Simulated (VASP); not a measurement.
# Si (Imma) in VASP: further runs

The runs below take Si through single point, with PBE.

Everything below comes from runs of VASP 6.6.1. Logs are shortened: lines on timing, memory, paths and dates and some standing lists are left out, and cuts for length are marked.

## 1. The cell of the first run

It takes space group Imma (No. 74, orthorhombic). Conventional cell: a = 4.590 Å, b = 4.830 Å, c = 2.600 Å, α = 90.00°, β = 90.00°, γ = 90.00°. Within 3.2 Å of Si (site symmetry mm2) lie 8 Si at 2.43 to 2.80 Å.

## 2. Single point, PBE (14.41 Å³/atom)

The input, INCAR:

```
SYSTEM = Si
PREC = Accurate
ENCUT = 520
EDIFF = 1E-7
ISMEAR = -1
SIGMA = 0.05
LREAL = .FALSE.
LASPH = .TRUE.
NELM = 60
ALGO = Normal
ISIF = 2
LWAVE = .FALSE.
LCHARG = .FALSE.
GGA = PE
NBANDS = 11
```

The input, KPOINTS:

```
regular mesh
0
G
  16 16 16
  0 0 0
```

The input, POSCAR:

```
Si
1.0
   -2.2951484633      2.4149529699      1.3000063486
    2.2951484633     -2.4149529699      1.3000063486
    2.2951484633      2.4149529699     -1.3000063486
Si
2
Direct
    0.8070000000      0.5570000000      0.2500000000
    0.1930000000      0.4430000000      0.7500000000
```

Potentials or basis: VASP PAW PBE potentials, release 64 (Si).

Started as:

```console
$ cat potpaw_PBE.64/Si/POTCAR > POTCAR
$ mpirun -np 1 vasp_std > vasp.out
```

OUTCAR:

```text
SYSTEM = Si
   PREC = Accurate
   ENCUT = 520
   EDIFF = 1E-7
   ISMEAR = -1
   LREAL = .FALSE.
   LASPH = .TRUE.
   NELM = 60
   ISIF = 2
   GGA = PE

 ion  position               nearest neighbor table
   1  0.807  0.557  0.250-   2 2.43   2 2.43   2 2.50   2 2.50   2 2.80   2 2.80
   2  0.193  0.443  0.750-   1 2.43   1 2.43   1 2.50   1 2.50   1 2.80   1 2.80

  LATTYP: Found a body centered orthorhombic cell.
 ALAT       =     2.6000126972
 B/A-ratio  =     1.7654901961
 C/A-ratio  =     1.8576470588

  Lattice vectors:

 A1 = (   2.2951484633,  -2.4149529699,   1.3000063486)
 A2 = (  -2.2951484633,  -2.4149529699,  -1.3000063486)
 A3 = (   2.2951484633,   2.4149529699,  -1.3000063486)

Analysis of symmetry for initial positions (statically):
=====================================================================
 Subroutine PRICEL returns:
 Original cell was already a primitive cell.

 Routine SETGRP: Setting up the symmetry group for a
 body centered orthorhombic supercell.

 Subroutine GETGRP returns: Found  8 space group operations
 (whereof  4 operations were pure point group operations)
 out of a pool of  8 trial point group operations.

The static configuration has the point symmetry C_2h.
 The point group associated with its full space group is D_2h.

Analysis of symmetry for dynamics (positions and initial velocities):
=====================================================================
 Subroutine PRICEL returns:
 Original cell was already a primitive cell.

 Routine SETGRP: Setting up the symmetry group for a
 body centered orthorhombic supercell.

 Subroutine GETGRP returns: Found  8 space group operations
 (whereof  4 operations were pure point group operations)
 out of a pool of  8 trial point group operations.

The dynamic configuration has the point symmetry C_2h.
 The point group associated with its full space group is D_2h.

 Subroutine INISYM returns: Found  8 space group operations
 (whereof  4 operations are pure point group operations),
 and found     1 'primitive' translations

----------------------------------------------------------------------------------------

                                     Primitive cell

  volume of cell :      28.8221

  direct lattice vectors                    reciprocal lattice vectors
    -2.295148463  2.414952970  1.300006349     0.000000000  0.207043369  0.384613506
     2.295148463 -2.414952970  1.300006349     0.217850831  0.000000000  0.384613506
     2.295148463  2.414952970 -1.300006349     0.217850831  0.207043369  0.000000000

  length of vectors
     3.576271917  3.576271917  3.576271917     0.436800305  0.442025490  0.300542745

  position of ions in fractional coordinates (direct lattice)
     0.807000000  0.557000000  0.250000000
     0.193000000  0.443000000  0.750000000

  ion indices of the primitive-cell ions
   primitive index   ion index
                 1           1
                 2           2

----------------------------------------------------------------------------------------

 KPOINTS: regular mesh

Automatic generation of k-mesh.
 Grid dimensions read from file:
 generate k-points for:   16   16   16

 Generating k-lattice:

  Cartesian coordinates                     Fractional coordinates (reciprocal lattice)
     0.000000000  0.012940211  0.024038344     0.062500000  0.000000000  0.000000000
     0.013615677  0.000000000  0.024038344     0.000000000  0.062500000  0.000000000
     0.013615677  0.012940211  0.000000000     0.000000000  0.000000000  0.062500000

  Length of vectors
     0.027300019  0.027626593  0.018783922

  Shift w.r.t. Gamma in fractional coordinates (k-lattice)
     0.000000000  0.000000000  0.000000000

 Subroutine IBZKPT returns following result:
 ===========================================

 Found    621 irreducible k-points:

 Following reciprocal coordinates:
            Coordinates               Weight
  0.000000  0.000000  0.000000      1.000000
  0.062500  0.000000 -0.000000      4.000000
  0.125000  0.000000 -0.000000      4.000000
  0.187500  0.000000 -0.000000      4.000000
  0.250000  0.000000 -0.000000      4.000000
  0.312500  0.000000  0.000000      4.000000
[... 16 lines left out ...]
 -0.187500  0.062500  0.000000      8.000000
 -0.125000  0.062500  0.000000      8.000000
 [... further k-points ...]
   k-points           NKPTS =    621   k-points in BZ     NKDIM =    621   number of bands    NBANDS=     11
   number of dos      NEDOS =    301   number of ions     NIONS =      2
   total plane-waves  NPLWV =  21952
   dimension x,y,z NGX =    28 NGY =   28 NGZ =   28
   dimension x,y,z NGXF=    56 NGYF=   56 NGZF=   56
   ions per type =               2
   NGX,Y,Z   is equivalent  to a cutoff of  13.02, 13.02, 13.02 a.u.
   NGXF,Y,Z  is equivalent  to a cutoff of  26.03, 26.03, 26.03 a.u.
 SYSTEM =  Si
   PREC   = accura    normal or accurate (medium, high low for compatibility)
   ISTART =      0    job   : 0-new  1-cont  2-samecut
   ICHARG =      2    charge: 1-file 2-atom 10-const
   ISPIN  =      1    spin polarized calculation?
   LNONCOLLINEAR =      F non collinear calculations
   LSORBIT =      F    spin-orbit coupling
   LASPH  =      T    aspherical Exc in radial PAW
   ENCUT  =  520.0 eV  38.22 Ry    6.18 a.u.   6.65  6.65  6.65*2*pi/ulx,y,z
   NELM   =     60;   NELMIN=  2; NELMDL= -5     # of ELM steps
   EDIFF  = 0.1E-06   stopping-criterion for ELM
   LREAL  =      F    real-space projection
   EDIFFG = 0.1E-05   stopping-criterion for IOM
   NSW    =      0    number of steps for IOM
   IBRION =     -1    ionic relax: 0-MD 1-quasi-New 2-CG
   NFREE  =      0    steps in history (QN), initial steepest desc. (CG)
   ISIF   =      2    stress and relaxation
   ISYM   =      2    0-nonsym 1-usesym 2-fastsym
   POTIM  = 0.5000    time-step for ionic-motion
   TEBEG  =    0.0;   TEEND  =   0.0 temperature during run
   PSTRESS=    0.0 pullay stress
   NELECT =       8.0000    total number of electrons
   NUPDOWN=      -1.0000    fix difference up-down
   EMIN   =  10.00;   EMAX   =-10.00  energy-range for DOS
   EFERMI =   0.00;   METHOD = LEGACY
   ISMEAR =    -1;   SIGMA  =   0.05  broadening in eV -4-tet -1-fermi 0-gaus
   EFERMI_NEDOS =   21; number of points for ismear=-14 and -15
   IALGO  =     38    algorithm
   IMIX   =      4    mixing-type and parameters
     AMIX     =   0.40;   BMIX     =  1.00
     AMIX_MAG =   1.60;   BMIX_MAG =  1.00
  volume/ion in A,a.u.               =      14.41        97.25
  Fermi-wavevector in a.u.,A,eV,Ry     =   1.067898  2.018035 15.516173  1.140407
  Thomas-Fermi vector in A             =   2.203529
   LORBIT       =      0    0 simple, 1 ext, 2 COOP (PROOUT), +10 PAW based schemes
   GGA     = PE    functional components
   LHFCALC =     F    Hartree Fock is set to
   AEXX    =    0.0000 exact exchange contribution
   IVDW    =     0    specifies the selected vdW correction
   LEPSILON=     F    determine dielectric tensor
   LRPA    =     F    only Hartree local field effects (RPA)
 non-spin polarized calculation
  energy-cutoff  :      520.00
  volume of cell :       28.82
 maximum number of plane-waves:       789
   NGX = 13   NGY = 13   NGZ = 13

 number of electron       8.0000000 magnetization

 Free energy of the ion-electron system (eV)
  ---------------------------------------------------
  ext. energy  EPLUGINS =         0.00000000
  ---------------------------------------------------
  free energy    TOTEN  =       -10.21910187 eV

  energy without entropy =      -10.21295725  energy(sigma->0) =      -10.21602956

 E-fermi :   9.8932     XC(G=0): -11.1374

 val. band max:        9.8894973780   @ k =  -0.4375  -0.3750   0.1875
 cond. band min:       9.8952059446   @ k =   0.0625   0.1250  -0.0000
 fundamental gap:      0.0057085666
 Fermi energy:         9.8932409740

 k-point     1 :       0.0000    0.0000    0.0000
  band No.  band energies     occupation
      1      -4.3663      2.00000
      2       7.0689      2.00000
      3       7.5268      2.00000
      4       8.0442      2.00000
      5      11.2532      0.00000
      6      17.5667      0.00000
      7      18.5940      0.00000
      8      19.4663      0.00000
      9      19.9261      0.00000
     10      20.0524      0.00000
     11      21.6653      0.00000

 k-point     2 :       0.0625    0.0000   -0.0000
  band No.  band energies     occupation
      1      -4.2587      2.00000
      2       7.0362      2.00000
      3       7.1222      2.00000
      4       8.6226      2.00000
      5      11.4909      0.00000
      6      16.7144      0.00000
      7      17.9897      0.00000
      8      18.8823      0.00000
      9      19.4603      0.00000
     10      20.1196      0.00000
     11      21.8018      0.00000

 k-point     3 :       0.1250    0.0000   -0.0000
  band No.  band energies     occupation
      1      -3.9364      2.00000
      2       6.7150      2.00000
      3       6.9801      2.00000
      4       9.5232      1.99878
      5      12.1597      0.00000
      6      15.4089      0.00000
      7      15.8462      0.00000
      8      17.9866      0.00000
      9      18.1191      0.00000
     10      19.6467      0.00000
     11      21.4741      0.00000
[... 267 lines left out ...]
 k-point    23 :      -0.1875    0.0625    0.0000
  band No.  band energies     occupation
      1      -3.7900      2.00000
      2       5.5926      2.00000
      3       7.1173      2.00000
      4      10.1313      0.01697
      5      12.9762      0.00000
      6      14.5600      0.00000
      7      15.5070      0.00000
      8      17.5118      0.00000
      9      18.4656      0.00000
     10      20.1611      0.00000
     11      21.4326      0.00000

 k-point    24 :      -0.1250    0.0625    0.0000
  band No.  band energies     occupation
      1      -4.1600      2.00000
      2       5.9159      2.00000
      3       7.2599      2.00000
      4       9.2928      1.99999
      5      12.1351      0.00000
      6      15.7085      0.00000
      7      17.7126      0.00000
      8      18.8596      0.00000
      9      19.4127      0.00000
     10      20.6219      0.00000
     11      22.0432      0.00000

 [... further k-points ...]

------------------------ aborting loop because EDIFF is reached ----------------------------------------

  FORCE on cell =-STRESS in cart. coord.  units (eV):
  Direction    XX          YY          ZZ          XY          YZ          ZX
  --------------------------------------------------------------------------------------
  -------------------------------------------------------------------------------------
  Total        1.0915614      1.3439501      1.1520789      0.0000000     -0.0000000      0.0000000
  in kB       60.6783562     74.7082927     64.0424400      0.0000000     -0.0000000      0.0000000
  external PRESSURE =      66.4763630 kB  Pullay stress =       0.0000000 kB

 VOLUME and BASIS-vectors are now :
 -----------------------------------------------------------------------------
  energy-cutoff  :      520.00
  volume of cell :       28.82
      direct lattice vectors                 reciprocal lattice vectors
    -2.295148463  2.414952970  1.300006349     0.000000000  0.207043369  0.384613506
     2.295148463 -2.414952970  1.300006349     0.217850831  0.000000000  0.384613506
     2.295148463  2.414952970 -1.300006349     0.217850831  0.207043369  0.000000000

 POSITION                                       TOTAL-FORCE (eV/Angst)
 -----------------------------------------------------------------------------------
      0.00000      1.20748      1.44821         0.000000      0.000000      0.048396
      2.29515      1.20748     -0.14820        -0.000000     -0.000000     -0.048396
 -----------------------------------------------------------------------------------
    total drift:                                0.000000     -0.000000     -0.000000

  FREE ENERGIE OF THE ION-ELECTRON SYSTEM (eV)
  ---------------------------------------------------
  free  energy   TOTEN  =       -10.2191018701 eV

  energy  without entropy=      -10.2129572523  energy(sigma->0) =      -10.21602956
```

Run time: 4 min. Hardware: 1 thread of Intel Xeon 8259CL, shared host; peak memory 0.27 GiB.

What came out:

* Free energy: -10.2191 eV
* Pressure: 6.6 GPa
* Largest force: 0.048 eV/Å
* Band gap on the k mesh: zero (bands 4 and 5 overlap by 7.05 eV)

Forces in eV/Å, atoms in the order of the input:
```
Si   0.000  0.000  0.048
Si   0.000  0.000 -0.048
```

Levels at points of the mesh, in eV from the Fermi level:
| k point | band 1 | band 2 | band 3 | band 4 | band 5 | band 6 | band 7 | band 8 | band 9 |
| --- | --- | --- | --- | --- | --- | --- | --- | --- | --- |
| (0.00, 0.00, 0.00) | -14.26 | -2.82 | -2.37 | -1.85 | 1.36 | 7.67 | 8.70 | 9.57 | 10.03 |
| (0.50, 0.00, 0.00) | -7.71 | -7.32 | -1.75 | -1.36 | -1.24 | 0.23 | 4.61 | 5.01 | 9.83 |
| (0.00, 0.50, 0.00) | -7.70 | -6.93 | -2.68 | -2.10 | -1.59 | 1.33 | 4.95 | 6.18 | 9.02 |
| (0.50, 0.50, 0.00) | -11.04 | -11.04 | 0.18 | 0.18 | 2.83 | 2.83 | 8.32 | 8.32 | 10.18 |
| (0.50, 0.50, 0.50) | -8.98 | -8.00 | -7.27 | -7.00 | 5.51 | 6.45 | 13.43 | 13.99 | 14.18 |

Caveat: the cell stands under pressure.

(Part 1 of 2 ends here.)
